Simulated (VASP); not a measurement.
# K3Al2Bi2 (Immm) in VASP: single point with r2SCAN

Aim: the single point of K3Al2Bi2 with r2SCAN.

All numbers are computed with VASP 6.6.1; they aren't measurements. Logs are shortened: lines on timing, memory, paths and dates and some standing lists are left out, and cuts for length are marked.

### Step 1. The cell of the first run

It takes space group Immm (No. 71, orthorhombic). Conventional cell: a = 4.504 Å, b = 5.577 Å, c = 20.703 Å, α = 90.00°, β = 90.00°, γ = 90.00°. Within 3.3 Å of Al (site symmetry mm2) lie 1 Al at 2.52 Å and 2 Bi at 2.74 Å. Bi (site symmetry mm2) has 2 Al at 2.74 Å and 5 K at 3.71 to 3.73 Å within 3.8 Å. K (site symmetry mmm) has 8 Al at 3.80 Å and 4 Bi at 3.97 Å and 6 K at 4.41 to 4.50 Å within 5.0 Å. Within 4.9 Å of K (site symmetry mm2) lie 5 Bi at 3.71 to 3.73 Å and 2 Al at 3.77 Å and 8 K at 4.41 to 4.52 Å.

### Step 2. Single point, r2SCAN

File POSCAR:

```
K3Al2Bi2
1.0
    0.0000000000      0.0000000000      5.5767154522
    4.5038733074      0.0000001072      0.0000000000
    2.2519364074     10.3517166179     -2.7883577261
Al Bi K
2 2 3
Direct
    0.4391968014      0.0608031986      0.8783936029
    0.5608031986      0.9391968014      0.1216063971
    0.3634394051      0.6365605949      0.7268788102
    0.6365605949      0.3634394051      0.2731211898
    0.0000000000      0.5000000000      0.0000000000
    0.1833964468      0.8166035532      0.3667928935
    0.8166035532      0.1833964468      0.6332071065
```

File INCAR.step1:

```
ALGO = Normal
EDIFF = 1E-4
ENCUT = 520
GGA = PE
ISMEAR = -1
LASPH = True
LCHARG = False
LREAL = False
LWAVE = True
NBANDS = 40
NELM = 60
PREC = Accurate
SIGMA = 0.1325
```

File INCAR.step2:

```
ALGO = Normal
EDIFF = 1E-6
ENCUT = 520
ISIF = 2
ISMEAR = -1
ISTART = 1
LASPH = True
LCHARG = True
LELF = True
LMIXTAU = True
LREAL = False
LVHAR = True
LWAVE = False
METAGGA = R2SCAN
NBANDS = 40
NELM = 60
PREC = Accurate
SIGMA = 0.1325
```

File KPOINTS:

```
k-points
0
Gamma
  5 5 5
```

Potentials or basis: VASP PAW PBE potentials, release 64 (Al, Bi_d, K_sv).

Run with:

```sh
$ cat potpaw_PBE.64/Al/POTCAR potpaw_PBE.64/Bi_d/POTCAR potpaw_PBE.64/K_sv/POTCAR > POTCAR
$ cp INCAR.step1 INCAR
$ mpirun -np 1 vasp_std > vasp.out
$ cp INCAR.step2 INCAR
$ mpirun -np 1 vasp_std > vasp.out
```

OUTCAR:

```text
EDIFF = 1E-6
   ENCUT = 520
   ISIF = 2
   ISMEAR = -1
   ISTART = 1
   LASPH = True
   LREAL = False
   METAGGA = R2SCAN
   NELM = 60
   PREC = Accurate

 ion  position               nearest neighbor table
   1  0.439  0.061  0.878-   2 2.52   3 2.74   3 2.74
   2  0.561  0.939  0.122-   1 2.52   4 2.74   4 2.74
   3  0.363  0.637  0.727-   1 2.74   1 2.74   7 3.71   7 3.71   7 3.71   7 3.71   6 3.73
   4  0.637  0.363  0.273-   2 2.74   2 2.74   6 3.71   6 3.71   6 3.71   6 3.71   7 3.73
   5  0.000  0.500  0.000-
   6  0.183  0.817  0.367-   4 3.71   4 3.71   4 3.71   4 3.71   3 3.73
   7  0.817  0.183  0.633-   3 3.71   3 3.71   3 3.71   3 3.71   4 3.73

  LATTYP: Found a body centered orthorhombic cell.
 ALAT       =     4.5038733074
 B/A-ratio  =     1.2382043347
 C/A-ratio  =     4.5968062855

  Lattice vectors:

 A1 = (  -2.2519364074, -10.3517166179,   2.7883577261)
 A2 = (   2.2519369000, -10.3517165107,  -2.7883577261)
 A3 = (   2.2519364074,  10.3517166179,   2.7883577261)

Analysis of symmetry for initial positions (statically):
=====================================================================
 Subroutine PRICEL returns:
 Original cell was already a primitive cell.

 Routine SETGRP: Setting up the symmetry group for a
 body centered orthorhombic supercell.

 Subroutine GETGRP returns: Found  8 space group operations
 (whereof  8 operations were pure point group operations)
 out of a pool of  8 trial point group operations.

The static configuration has the point symmetry D_2h.

Analysis of symmetry for dynamics (positions and initial velocities):
=====================================================================
 Subroutine PRICEL returns:
 Original cell was already a primitive cell.

 Routine SETGRP: Setting up the symmetry group for a
 body centered orthorhombic supercell.

 Subroutine GETGRP returns: Found  8 space group operations
 (whereof  8 operations were pure point group operations)
 out of a pool of  8 trial point group operations.

The dynamic configuration has the point symmetry D_2h.

 Subroutine INISYM returns: Found  8 space group operations
 (whereof  8 operations are pure point group operations),
 and found     1 'primitive' translations

----------------------------------------------------------------------------------------

                                     Primitive cell

  volume of cell :     260.0022

  direct lattice vectors                    reciprocal lattice vectors
     0.000000000  0.000000000  5.576715452    -0.000000001  0.048301168  0.179317021
     4.503873307  0.000000107  0.000000000     0.222031113 -0.048301163  0.000000000
     2.251936407 10.351716618 -2.788357726    -0.000000002  0.096602336  0.000000000

  length of vectors
     5.576715452  4.503873307 10.954642547     0.185708365  0.227224157  0.096602336

  position of ions in fractional coordinates (direct lattice)
     0.439196801  0.060803199  0.878393603
     0.560803199  0.939196801  0.121606397
     0.363439405  0.636560595  0.726878810
     0.636560595  0.363439405  0.273121190
     0.000000000  0.500000000  0.000000000
     0.183396447  0.816603553  0.366792893
     0.816603553  0.183396447  0.633207107

  ion indices of the primitive-cell ions
   primitive index   ion index
                 1           1
                 2           2
                 3           3
                 4           4
                 5           5
                 6           6
                 7           7

----------------------------------------------------------------------------------------

 KPOINTS: k-points

Automatic generation of k-mesh.
 Grid dimensions read from file:
 generate k-points for:    5    5    5

 Generating k-lattice:

  Cartesian coordinates                     Fractional coordinates (reciprocal lattice)
    -0.000000000  0.009660234  0.035863404     0.200000000 -0.000000000 -0.000000000
     0.044406223 -0.009660233  0.000000000     0.000000000  0.200000000 -0.000000000
    -0.000000000  0.019320467  0.000000000     0.000000000 -0.000000000  0.200000000

  Length of vectors
     0.037141673  0.045444831  0.019320467

  Shift w.r.t. Gamma in fractional coordinates (k-lattice)
     0.000000000  0.000000000  0.000000000

 Subroutine IBZKPT returns following result:
 ===========================================

 Found     27 irreducible k-points:

 Following reciprocal coordinates:
            Coordinates               Weight
  0.000000  0.000000  0.000000      1.000000
  0.200000  0.000000  0.000000      4.000000
  0.400000  0.000000  0.000000      4.000000
  0.000000  0.200000  0.000000      4.000000
  0.200000  0.200000 -0.000000      4.000000
  0.400000  0.200000 -0.000000      8.000000
[... 16 lines left out ...]
  0.200000 -0.200000  0.200000      8.000000
  0.400000 -0.200000  0.200000      4.000000
 [... further k-points ...]
   k-points           NKPTS =     27   k-points in BZ     NKDIM =     27   number of bands    NBANDS=     40
   number of dos      NEDOS =    301   number of ions     NIONS =      7
   total plane-waves  NPLWV = 127008
   dimension x,y,z NGX =    42 NGY =   36 NGZ =   84
   dimension x,y,z NGXF=    84 NGYF=   72 NGZF=  168
   ions per type =               2   2   3
   NGX,Y,Z   is equivalent  to a cutoff of  12.52, 13.29, 12.75 a.u.
   NGXF,Y,Z  is equivalent  to a cutoff of  25.04, 26.58, 25.50 a.u.
 SYSTEM =  unknown system
   PREC   = accura    normal or accurate (medium, high low for compatibility)
   ISTART =      1    job   : 0-new  1-cont  2-samecut
   ICHARG =      0    charge: 1-file 2-atom 10-const
   ISPIN  =      1    spin polarized calculation?
   LNONCOLLINEAR =      F non collinear calculations
   LSORBIT =      F    spin-orbit coupling
   LASPH  =      T    aspherical Exc in radial PAW
   ENCUT  =  520.0 eV  38.22 Ry    6.18 a.u.  10.37  8.37 20.37*2*pi/ulx,y,z
   NELM   =     60;   NELMIN=  2; NELMDL=  0     # of ELM steps
   EDIFF  = 0.1E-05   stopping-criterion for ELM
   LREAL  =      F    real-space projection
   EDIFFG = 0.1E-04   stopping-criterion for IOM
   NSW    =      0    number of steps for IOM
   IBRION =     -1    ionic relax: 0-MD 1-quasi-New 2-CG
   NFREE  =      0    steps in history (QN), initial steepest desc. (CG)
   ISIF   =      2    stress and relaxation
   ISYM   =      2    0-nonsym 1-usesym 2-fastsym
   POTIM  = 0.5000    time-step for ionic-motion
   TEBEG  =    0.0;   TEEND  =   0.0 temperature during run
   PSTRESS=    0.0 pullay stress
   NELECT =      63.0000    total number of electrons
   NUPDOWN=      -1.0000    fix difference up-down
   EMIN   =  10.00;   EMAX   =-10.00  energy-range for DOS
   EFERMI =   0.00;   METHOD = LEGACY
   ISMEAR =    -1;   SIGMA  =   0.13  broadening in eV -4-tet -1-fermi 0-gaus
   EFERMI_NEDOS =   21; number of points for ismear=-14 and -15
   IALGO  =     38    algorithm
   IMIX   =      4    mixing-type and parameters
     AMIX     =   0.40;   BMIX     =  1.00
     AMIX_MAG =   1.60;   BMIX_MAG =  1.00
  volume/ion in A,a.u.               =      37.14       250.65
  Fermi-wavevector in a.u.,A,eV,Ry     =   1.020617  1.928686 14.172624  1.041658
  Thomas-Fermi vector in A             =   2.154196
   LORBIT       =      0    0 simple, 1 ext, 2 COOP (PROOUT), +10 PAW based schemes
   METAGGA = R2SCAN    functional components
   LHFCALC =     F    Hartree Fock is set to
   AEXX    =    0.0000 exact exchange contribution
   IVDW    =     0    specifies the selected vdW correction
   LEPSILON=     F    determine dielectric tensor
   LRPA    =     F    only Hartree local field effects (RPA)
 non-spin polarized calculation
  energy-cutoff  :      520.00
  volume of cell :      260.00
 maximum number of plane-waves:      7073
 NGX is ok and might be reduce to    42
   NGX = 21   NGY = 17   NGZ = 41

 number of electron      63.0000001 magnetization

 Free energy of the ion-electron system (eV)
  ---------------------------------------------------
  ext. energy  EPLUGINS =         0.00000000
  ---------------------------------------------------
  free energy    TOTEN  =      -150.96308307 eV

  energy without entropy =     -150.87129947  energy(sigma->0) =     -150.91719127

 E-fermi :   2.6647     XC(G=0):  -8.1793

 val. band max:        2.6535312907   @ k =  -0.4000   0.0000   0.2000
 cond. band min:       2.6712922321   @ k =   0.0000  -0.4000   0.2000
 fundamental gap:      0.0177609414
 Fermi energy:         2.6647218922

 k-point     1 :       0.0000    0.0000    0.0000
  band No.  band energies     occupation
      1     -30.1050      2.00000
      2     -30.1006      2.00000
      3     -29.7597      2.00000
      4     -20.1761      2.00000
      5     -20.1761      2.00000
      6     -20.1698      2.00000
[... 32 lines left out ...]
     39       5.8709      0.00000
     40       7.2058      0.00000

 k-point     2 :       0.2000    0.0000    0.0000
  band No.  band energies     occupation
      1     -30.1045      2.00000
      2     -30.1010      2.00000
      3     -29.7596      2.00000
      4     -20.1762      2.00000
      5     -20.1761      2.00000
      6     -20.1697      2.00000
[... 32 lines left out ...]
     39       6.0847      0.00000
     40       7.0646      0.00000

 k-point     3 :       0.4000    0.0000    0.0000
  band No.  band energies     occupation
      1     -30.1034      2.00000
      2     -30.1020      2.00000
      3     -29.7595      2.00000
      4     -20.1762      2.00000
      5     -20.1760      2.00000
      6     -20.1696      2.00000
[... 32 lines left out ...]
     39       6.8190      0.00000
     40       7.0320      0.00000

 k-point     4 :       0.0000    0.2000    0.0000
  band No.  band energies     occupation
      1     -30.1038      2.00000
      2     -30.1002      2.00000
      3     -29.7588      2.00000
      4     -20.1781      2.00000
      5     -20.1780      2.00000
      6     -20.1638      2.00000
[... 32 lines left out ...]
     39       6.0718      0.00000
     40       6.6895      0.00000
[... 772 lines left out ...]
     39       6.0610      0.00000
     40       6.8386      0.00000

 k-point    23 :       0.2000   -0.2000    0.2000
  band No.  band energies     occupation
      1     -30.1034      2.00000
      2     -30.1005      2.00000
      3     -29.7588      2.00000
      4     -20.1782      2.00000
      5     -20.1779      2.00000
      6     -20.1637      2.00000
[... 32 lines left out ...]
     39       6.3079      0.00000
     40       6.5571      0.00000

 k-point    24 :       0.4000   -0.2000    0.2000
  band No.  band energies     occupation
      1     -30.1024      2.00000
      2     -30.1013      2.00000
      3     -29.7587      2.00000
      4     -20.1782      2.00000
      5     -20.1780      2.00000
      6     -20.1637      2.00000
[... 32 lines left out ...]
     39       6.7728      0.00000
     40       7.1411      0.00000

 [... further k-points ...]

------------------------ aborting loop because EDIFF is reached ----------------------------------------

  FORCE on cell =-STRESS in cart. coord.  units (eV):
  Direction    XX          YY          ZZ          XY          YZ          ZX
  --------------------------------------------------------------------------------------
  -------------------------------------------------------------------------------------
  Total       -0.2646133     -0.2391715     -0.1368454     -0.0000000      0.0000000     -0.0000000
  in kB       -1.6305915     -1.4738151     -0.8432644     -0.0000000      0.0000000     -0.0000000
  external PRESSURE =      -1.3158903 kB  Pullay stress =       0.0000000 kB

 VOLUME and BASIS-vectors are now :
 -----------------------------------------------------------------------------
  energy-cutoff  :      520.00
  volume of cell :      260.00
      direct lattice vectors                 reciprocal lattice vectors
     0.000000000  0.000000000  5.576715452    -0.000000001  0.048301168  0.179317021
     4.503873307  0.000000107  0.000000000     0.222031113 -0.048301163  0.000000000
     2.251936407 10.351716618 -2.788357726    -0.000000002  0.096602336  0.000000000

 POSITION                                       TOTAL-FORCE (eV/Angst)
 -----------------------------------------------------------------------------------
      2.25194      9.09288     -0.00000         0.000000     -0.004422     -0.000000
      4.50387      1.25884      2.78836        -0.000000      0.004422      0.000000
      4.50387      7.52444      0.00000        -0.000000      0.007874     -0.000000
      2.25194      2.82727      2.78836         0.000000     -0.007874      0.000000
      2.25194      0.00000      0.00000        -0.000000      0.000000      0.000000
      4.50387      3.79694      0.00000        -0.000000      0.001592     -0.000000
      2.25194      6.55478      2.78836         0.000000     -0.001592     -0.000000
 -----------------------------------------------------------------------------------
    total drift:                                0.000000      0.000000      0.000000

  FREE ENERGIE OF THE ION-ELECTRON SYSTEM (eV)
  ---------------------------------------------------
  free  energy   TOTEN  =      -150.9630830722 eV

  energy  without entropy=     -150.8712994697  energy(sigma->0) =     -150.91719127
```

Wall time 35 min (1 thread of Intel Xeon 8259CL, shared host); peak memory 0.54 GiB.

Results:

| Quantity | Value |
| --- | --- |
| Free energy | -150.9631 eV |
| Pressure | -0.1 GPa |
| Largest force | 0.008 eV/Å |
| Band gap on the k mesh | zero (an odd number of electrons rules out a gap without spin polarisation) |

Forces in eV/Å, atoms in the order of the input:
```
Al   0.000 -0.004  0.000
Al   0.000  0.004  0.000
Bi   0.000  0.008  0.000
Bi   0.000 -0.008  0.000
K    0.000  0.000  0.000
K    0.000  0.002  0.000
K    0.000 -0.002  0.000
```

Caveat: the PAW data sets were made with another functional, which shifts forces and pressure a little; spin-orbit coupling is left out, which moves the levels of the heavy elements.
